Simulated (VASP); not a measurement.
Set up this calculation in VASP 6.6.1, as the native input.

| Quantity | Value |
| --- | --- |
| Task | single point |
| Functional | r2SCAN |
| Potentials or basis | VASP PAW PBE potentials, release 64 (Mg, O) |
| Cutoff | 520 eV |
| k mesh | 12 × 12 × 12 |
| Occupations | gaussian, width 0.05 eV |
| Spin | no spin polarisation |
| Dipole correction | no |
| Further INCAR settings | ALGO = Normal; EDIFF = 1e-06; NBANDS = 14 |

Crystal: MgO2.

```xyz
3
Lattice="1.5406 0.8894 3.2145 -1.5406 0.8894 3.2145 0.0000 -1.7789 3.2145" Properties=species:S:1:pos:R:3 pbc="T T T"
Mg    0.0000    0.0000    0.0000
O     0.0000    0.0000    4.1349
O     0.0000    0.0000    5.5084
```

This cell differs from its parent crystal: strain -0.040 along x and y, -0.080 along z.

These files were run (other wordings do the same):

POSCAR

```
MgO2
1.0
    1.5405705754      0.8894488364      3.2144605649
   -1.5405705754      0.8894488364      3.2144605649
    0.0000000000     -1.7788976728      3.2144605649
Mg O
1 2
Direct
    0.0000000000      0.0000000000      0.0000000000
    0.4287860000      0.4287860000      0.4287860000
    0.5712140000      0.5712140000      0.5712140000
```

INCAR.step1

```
PREC = Accurate ; ENCUT = 520
ISMEAR = 0 ; SIGMA = 0.05
LREAL = F ; LASPH = T
NELM = 60 ; NBANDS = 14
GGA = PE ; ALGO = Normal
EDIFF = 1E-4 ; LWAVE = T
LCHARG = F
```

INCAR.step2

```
PREC = Accurate ; ENCUT = 520
EDIFF = 1E-6 ; ISMEAR = 0
SIGMA = 0.05 ; LREAL = F
LASPH = T ; NELM = 60
ALGO = Normal ; ISIF = 2
LWAVE = F ; LCHARG = F
METAGGA = R2SCAN ; LMIXTAU = T
NBANDS = 14 ; ISTART = 1
```

KPOINTS

```
regular mesh
0
Gamma
  12 12 12
```

Potentials or basis: VASP PAW PBE potentials, release 64 (Mg, O).

Launch:

```console
$ cat potpaw_PBE.64/Mg/POTCAR potpaw_PBE.64/O/POTCAR > POTCAR
$ cp INCAR.step1 INCAR
$ mpirun -np 1 vasp_std > vasp.out
$ cp INCAR.step2 INCAR
$ mpirun -np 1 vasp_std > vasp.out
```

It gave:

```json
{"Pressure": "27.8 GPa", "Largest force": "2.773 eV/Å", "Band gap on the k mesh": "4.32 eV (least direct gap 4.55 eV)"}
```

Caveat: the cell differs from its parent crystal (strain -0.040 along x and y, -0.080 along z); the cell stands under pressure; the PAW data sets were made with another functional, which shifts forces and pressure a little.

Run time: 6.8 min on 1 thread of Intel Xeon 8259CL (shared host), peak memory 0.22 GiB.
